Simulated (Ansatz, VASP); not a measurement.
Cd: VASP beside Ansatz

Contents of INCAR:

```
PREC = Accurate ; ENCUT = 520
EDIFF = 1E-6 ; ISMEAR = -1
SIGMA = 0.1 ; LREAL = False
LASPH = True ; NELM = 60
ALGO = Normal ; ISIF = 2
LWAVE = False ; LCHARG = True
GGA = RE ; LELF = True
LVHAR = True ; NBANDS = 32
```

The input KPOINTS:

```
regular mesh
0
Gamma
  13 13 4
```

File POSCAR:

```
Cd
1.0
    3.2310205136      0.0000000000      0.0000000000
   -1.6155102567      2.7981458449      0.0000000000
    0.0000000000      0.0000000000     10.5725595862
Cd
4
Direct
    0.0000000000      1.0000000000      0.0000000000
    0.0000000000      0.0000000000      0.5000000000
    0.3333333333      0.6666666667      0.2500000000
    0.6666666667      0.3333333333      0.7500000000
```

Input for Ansatz:

```yaml
crystal:
  lattice:
    - [3.2310205136, 0.0, 0.0]
    - [-1.6155102567, 2.7981458449, 0.0]
    - [0.0, 0.0, 10.5725595862]
  atoms:
    - { symbol: Cd, position: [0.0, 1.0, 0.0] }
    - { symbol: Cd, position: [0.0, 0.0, 0.5] }
    - { symbol: Cd, position: [0.3333333333, 0.6666666667, 0.25] }
    - { symbol: Cd, position: [0.6666666667, 0.3333333333, 0.75] }
hamiltonian:
  xc: revpbe
  pseudopotentials:
    kind: paw
    azcp:
      Cd: "pseudopotentials/Cd.paw.azcp"
basis:
  ecutwfc: 420
  fft_grid_basis: typed
kpoints:
  mp_grid: { grid: [13, 13, 4], shift: [0, 0, 0] }
magnetization:
  spin_polarized: false
scf:
  occupations: { method: fermi_dirac, width: 0.1 }
  lower_state_search: "off"
output:
  stress: true
  write_density: true
  write_potential: true
  elf: true
  volumetric_format: npy
```

Alike in both runs: task single point; functional revPBE; k mesh 13 × 13 × 4; occupations fermi-dirac, width 0.1 eV; no spin polarisation.

```csv
,VASP,Ansatz
version,VASP 6.6.1,Ansatz 0.2.0
potentials or method,"VASP PAW PBE potentials, release 64 (Cd), cutoff 520 eV","plane waves (420 eV) with PAW, scalar-relativistic"
valence electrons in the cell,48,80
```

Ansatz gave:

```
pressure (GPa)                                                : 0.0
traceless stress, the component that is largest in VASP (GPa) : 0.18
```

Problem. What did VASP give for the same quantities?

Solution. Pressure (GPa): 0.1; traceless stress, the component that is largest in VASP (GPa): 0.18.

VASP's potentials were made for PBE, not for revPBE. VASP's potentials hold 48 valence electrons a cell and Ansatz's 80, so a difference there can come from the potentials and not from the codes.
